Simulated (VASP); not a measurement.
Wanted: the native input for a VASP 6.6.1 run.

| Property | Result |
| --- | --- |
| Task | single point |
| Functional | PBEsol |
| Potentials or basis | VASP PAW PBE potentials, release 64 (Ca_sv) |
| Cutoff | 520 eV |
| k mesh | 11 × 11 × 6 |
| Occupations | fermi-dirac, width 0.08 eV |
| Spin | no spin polarisation |
| Dipole correction | no |
| Further INCAR settings | ALGO = Normal; EDIFF = 1e-07; NBANDS = 17 |

The structure of Ca lies in POSCAR:

```
Ca
1.0
    3.1971400701      0.0000000000      0.0000000000
   -1.5985700351      2.7688045202      0.0000000000
    0.0000000000      0.0000000000      5.3456541730
Ca
2
Direct
    0.3333333333      0.6666666667      0.2500000000
    0.6666666667      0.3333333333      0.7500000000
```

This isn't the form of Ca at room conditions, which is fcc.

The input as run:

INCAR

```
SYSTEM = Ca
  PREC = Accurate
  ENCUT = 520
  EDIFF = 1E-7
  ISMEAR = -1
  SIGMA = 0.08
  LREAL = .False.
  LASPH = .True.
  NELM = 100
  ALGO = Normal
  ISIF = 2
  LWAVE = .False.
  LCHARG = .False.
  GGA = PS
  NBANDS = 17
```

KPOINTS

```
regular mesh
0
Gamma
  11 11 6
  0 0 0
```

Potentials or basis: VASP PAW PBE potentials, release 64 (Ca_sv).

The run is started by

```sh
$ cat potpaw_PBE.64/Ca_sv/POTCAR > POTCAR
$ mpirun -np 1 vasp_std > vasp.out
```

It gave:

- Pressure: 21.1 GPa
- Band gap on the k mesh: zero (bands 10 and 11 overlap by 0.47 eV)

Caveat: the cell stands under pressure; the PAW data sets were made with another functional, which shifts forces and pressure a little.

It took 22 s on 1 thread of AMD EPYC 9R45 96-Core Processor (Zen 5), on a shared host, peak memory 0.15 GiB.
